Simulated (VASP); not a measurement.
Here is a VASP 6.6.1 calculation.

File POSCAR:

```
Hf
1.0
    2.9138100000      0.0000000000      0.0000000000
    0.0000000000      2.9138100000      0.0000000000
    0.0000000000      0.0000000000      2.9138100000
Hf
1
Direct
    0.5000000000      0.5000000000      0.5000000000
```

File INCAR.step1:

```
SYSTEM = Hf
ALGO     = Normal         ! electronic algorithm
EDIFF    = 1E-5           ! SCF threshold, eV
ENCUT    = 520            ! plane-wave cutoff, eV
GGA      = PE             ! functional
ISIF     = 2              ! what is computed and relaxed
ISMEAR   = -1             ! smearing method
LASPH    = .True.         ! aspherical terms in the spheres
LREAL    = .False.        ! projectors in reciprocal space
LWAVE    = .True.         ! write WAVECAR
NBANDS   = 11             ! bands
NELM     = 60             ! most SCF steps
PREC     = Accurate       ! precision mode
SIGMA    = 0.05           ! smearing width, eV
```

The input INCAR.step2:

```
SYSTEM = Hf
AEXX     = 0.25           ! exact-exchange fraction
ALGO     = Normal         ! electronic algorithm
EDIFF    = 1E-6           ! SCF threshold, eV
ENCUT    = 520            ! plane-wave cutoff, eV
GGA      = PE             ! functional
HFSCREEN = 0.3            ! screening, 1/A
ISIF     = 2              ! what is computed and relaxed
ISMEAR   = -1             ! smearing method
ISTART   = 1            
LASPH    = .True.         ! aspherical terms in the spheres
LCHARG   = .True.         ! write CHGCAR
LELF     = .True.         ! ELF
LHFCALC  = .True.         ! exact exchange
LREAL    = .False.        ! projectors in reciprocal space
LVHAR    = .True.       
LWAVE    = .False.        ! write WAVECAR
NBANDS   = 11             ! bands
NELM     = 60             ! most SCF steps
PREC     = Accurate       ! precision mode
PRECFOCK = Normal       
SIGMA    = 0.05           ! smearing width, eV
```

Contents of KPOINTS:

```
k-points
0
Gamma
  5 5 5
  0 0 0
```

Potentials or basis: VASP PAW PBE potentials, release 64 (Hf_pv).

Launch:

```bash
$ cat potpaw_PBE.64/Hf_pv/POTCAR > POTCAR
$ cp INCAR.step1 INCAR
$ mpirun -np 1 vasp_std > vasp.out
$ cp INCAR.step2 INCAR
$ mpirun -np 1 vasp_std > vasp.out
```

Task: Estimate the band gap on the k mesh.

Result: Zero (band 5 reaches 4.09 eV, above the bottom of band 6 at 2.13 eV).

Task: Estimate the pressure.

Result: 0.1 GPa.

Caveat: the k points lie up to 0.43 Å⁻¹ apart; the PAW data sets were made with another functional, which shifts forces and pressure a little; spin-orbit coupling is left out, which moves the levels of the heavy elements.
